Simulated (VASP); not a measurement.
Set up this calculation in VASP 6.6.1, as the native input.

```yaml
Task: single point
Functional: HF
Potentials_or_basis: VASP PAW PBE potentials, release 64 (Pt)
Cutoff: 520 eV
k_mesh: 6 × 6 × 6
Occupations: fermi-dirac, width 0.05 eV
Spin: no spin polarisation
Dipole_correction: no
Grid_for_exact_exchange_PRECFOCK: Normal
Further_INCAR_settings: ALGO = Normal; EDIFF = 1e-06; NBANDS = 11
```

The system is Pt.

```xyz
1
Lattice="-1.5842 1.5842 1.5842 1.5842 -1.5842 1.5842 1.5842 1.5842 -1.5842" Properties=species:S:1:pos:R:3 pbc="T T T"
Pt    0.0000    0.0000    0.0000
```

One way to write it, as run:

POSCAR

```
Pt
1.0
   -1.5842200000      1.5842200000      1.5842200000
    1.5842200000     -1.5842200000      1.5842200000
    1.5842200000      1.5842200000     -1.5842200000
Pt
1
Direct
    0.0000000000      0.0000000000      0.0000000000
```

INCAR.step1

```
SYSTEM = Pt
PREC     = Accurate       ! precision mode
ENCUT    = 520            ! plane-wave cutoff, eV
EDIFF    = 1E-5           ! SCF threshold, eV
ISMEAR   = -1             ! smearing method
SIGMA    = 0.05           ! smearing width, eV
LREAL    = .False.        ! projectors in reciprocal space
LASPH    = .True.         ! aspherical terms in the spheres
NELM     = 80             ! most SCF steps
ALGO     = Normal         ! electronic algorithm
ISIF     = 2              ! what is computed and relaxed
LWAVE    = .True.         ! write WAVECAR
LCHARG   = .False.        ! write CHGCAR
GGA      = PE             ! functional
NBANDS   = 11             ! bands
```

INCAR.step2

```
SYSTEM = Pt
PREC     = Accurate       ! precision mode
ENCUT    = 520            ! plane-wave cutoff, eV
EDIFF    = 1E-6           ! SCF threshold, eV
ISMEAR   = -1             ! smearing method
SIGMA    = 0.05           ! smearing width, eV
LREAL    = .False.        ! projectors in reciprocal space
LASPH    = .True.         ! aspherical terms in the spheres
NELM     = 80             ! most SCF steps
ALGO     = Normal         ! electronic algorithm
ISIF     = 2              ! what is computed and relaxed
LWAVE    = .False.        ! write WAVECAR
LCHARG   = .False.        ! write CHGCAR
GGA      = PE             ! functional
LHFCALC  = .True.         ! exact exchange
AEXX     = 1.0            ! exact-exchange fraction
ALDAC    = 0.0          
AGGAC    = 0.0          
PRECFOCK = Normal       
ISTART   = 1            
NBANDS   = 11             ! bands
```

KPOINTS

```
regular mesh
0
Gamma
  6 6 6
  0 0 0
```

Potentials or basis: VASP PAW PBE potentials, release 64 (Pt).

Run with:

```sh
$ cat potpaw_PBE.64/Pt/POTCAR > POTCAR
$ cp INCAR.step1 INCAR
$ mpirun -np 1 vasp_std > vasp.out
$ cp INCAR.step2 INCAR
$ mpirun -np 1 vasp_std > vasp.out
```

Results of the run:

| Property | Result |
| --- | --- |
| Pressure | 0.2 GPa |
| Band gap on the k mesh | zero (band 5 reaches 12.46 eV, above the bottom of band 6 at 4.20 eV) |

Caveat: the k points lie up to 0.47 Å⁻¹ apart; the PAW data sets were made with another functional, which shifts forces and pressure a little; spin-orbit coupling is left out, which moves the levels of the heavy elements.

Wall time 10 min on 1 thread of Intel(R) Xeon(R) Platinum 8259CL CPU @ 2.50GHz (Skylake/Cascade Lake) (shared host), peak memory 0.14 GiB.
